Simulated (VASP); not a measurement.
Wanted: the native input for a VASP 6.6.1 run.

* Task: single point
* Functional: PBEsol
* Potentials or basis: VASP PAW PBE potentials, release 64 (Ti_sv)
* Cutoff: 520 eV
* k mesh: 10 × 10 × 6
* Occupations: fermi-dirac, width 0.05 eV
* Spin: no spin polarisation
* Dipole correction: no
* Further INCAR settings: ALGO = Normal; EDIFF = 1e-06; NBANDS = 19

The structure of Ti lies in POSCAR:

```
Ti
1.0
    2.9101302477      0.0000000000      0.0000000000
   -1.4550651239      2.5202467229      0.0000000000
    0.0000000000      0.0000000000      4.6167490031
Ti
2
Direct
    0.6666666667      0.3333333333      0.7500000000
    0.3333333333      0.6666666667      0.2500000000
```

This cell differs from its parent crystal: volume scaled by 0.96.

The input as run:

INCAR

```
  PREC = Accurate
  ENCUT = 520
  EDIFF = 1E-6
  ISMEAR = -1
  SIGMA = 0.05
  LREAL = False
  LASPH = True
  NELM = 100
  ALGO = Normal
  ISIF = 2
  LWAVE = False
  LCHARG = False
  GGA = PS
  NBANDS = 19
```

KPOINTS

```
regular mesh
0
Gamma
  10 10 6
```

Potentials or basis: VASP PAW PBE potentials, release 64 (Ti_sv).

The run is started by

```console
$ cat potpaw_PBE.64/Ti_sv/POTCAR > POTCAR
$ mpirun -np 1 vasp_std > vasp.out
```

Results of the run:

The pressure is -1.6 GPa and the band gap on the k mesh is zero (band 12 reaches 9.27 eV, above the bottom of band 13 at 8.27 eV).

Caveat: the PAW data sets were made with another functional, which shifts forces and pressure a little.

It took 20 s on 1 thread of Intel(R) Xeon(R) Platinum 8375C CPU @ 2.90GHz (Ice Lake), with other jobs on the host, peak memory 0.16 GiB.
